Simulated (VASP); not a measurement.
Here is a VASP 6.6.1 calculation.

File INCAR:

```
SYSTEM = B4MoRu
  ALGO = Normal
  EDIFF = 1E-7
  EDIFFG = -0.01
  ENCUT = 600
  GGA = PE
  IBRION = 2
  ISIF = 3
  ISMEAR = 0
  LASPH = .True.
  LCHARG = .False.
  LREAL = .False.
  LWAVE = .False.
  NELM = 60
  NSW = 100
  PREC = Accurate
  SIGMA = 0.1
```

File KPOINTS:

```
k-points
0
Gamma
  12 12 12
  0 0 0
```

Contents of POSCAR:

```
B4MoRu
1.0
    0.0000000000      2.9562422748      2.9562422748
    2.9562422748      0.0000000000      2.9562422748
    2.9562422748      2.9562422748      0.0000000000
B Mo Ru
4 1 1
Direct
    0.3744216789      0.3744216789      0.8767349633
    0.8767349633      0.3744216789      0.3744216789
    0.3744216789      0.3744216789      0.3744216789
    0.3744216789      0.8767349633      0.3744216789
    0.0000000000      0.0000000000      0.0000000000
    0.7500000000      0.7500000000      0.7500000000
```

Potentials or basis: VASP PAW PBE potentials, release 64 (B, Mo_sv, Ru_pv).

Run with:

```console
$ cat potpaw_PBE.64/B/POTCAR potpaw_PBE.64/Mo_sv/POTCAR potpaw_PBE.64/Ru_pv/POTCAR > POTCAR
$ mpirun -np 1 vasp_std > vasp.out
```

(1) What does it give for the relaxed cell?

(2) Estimate the band gap on the k mesh.

(3) Predict the relaxed volume.

(4) Predict the space group after relaxing (to 0.1 Å).

## Answers

(1) a = 4.188 Å, b = 4.188 Å, c = 4.188 Å, α = 60.00°, β = 60.00°, γ = 60.00°.

(2) zero (bands 20 and 21 overlap by 1.88 eV).

(3) 8.65 Å³/atom.

(4) F-43m (No. 216).
